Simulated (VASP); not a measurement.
Here is a VASP 6.6.1 calculation.

INCAR

```
  PREC = Accurate
  ENCUT = 520
  EDIFF = 1E-6
  ISMEAR = 0
  SIGMA = 0.01
  LREAL = F
  LASPH = T
  NELM = 60
  ALGO = Normal
  ISIF = 2
  LWAVE = F
  LCHARG = F
  GGA = PE
  IVDW = 12
  NBANDS = 14
```

File KPOINTS:

```
Automatic mesh
0
Gamma
  3 3 3
```

POSCAR

```
NaI
1.0
    0.0000000000      3.2000317866      3.2000317866
    3.2000317866      0.0000000000      3.2000317866
    3.2000317866      3.2000317866      0.0000000000
Na I
1 1
Direct
    0.0000000000      0.0000000000      0.0000000000
    0.5000000000      0.5000000000      0.5000000000
```

Potentials or basis: VASP PAW PBE potentials, release 64 (Na_pv, I).

Run with:

```console
$ cat potpaw_PBE.64/Na_pv/POTCAR potpaw_PBE.64/I/POTCAR > POTCAR
$ mpirun -np 1 vasp_std > vasp.out
```

(1) Estimate the pressure.

(2) Estimate the band gap on the k mesh.

(3) What does it give for the dispersion energy per atom?

## Answers

(1) 0.0 GPa.

(2) 3.72 eV, direct.

(3) -0.262 eV.

Caveat: the k points lie up to 0.57 Å⁻¹ apart; spin-orbit coupling is left out, which moves the levels of the heavy elements.
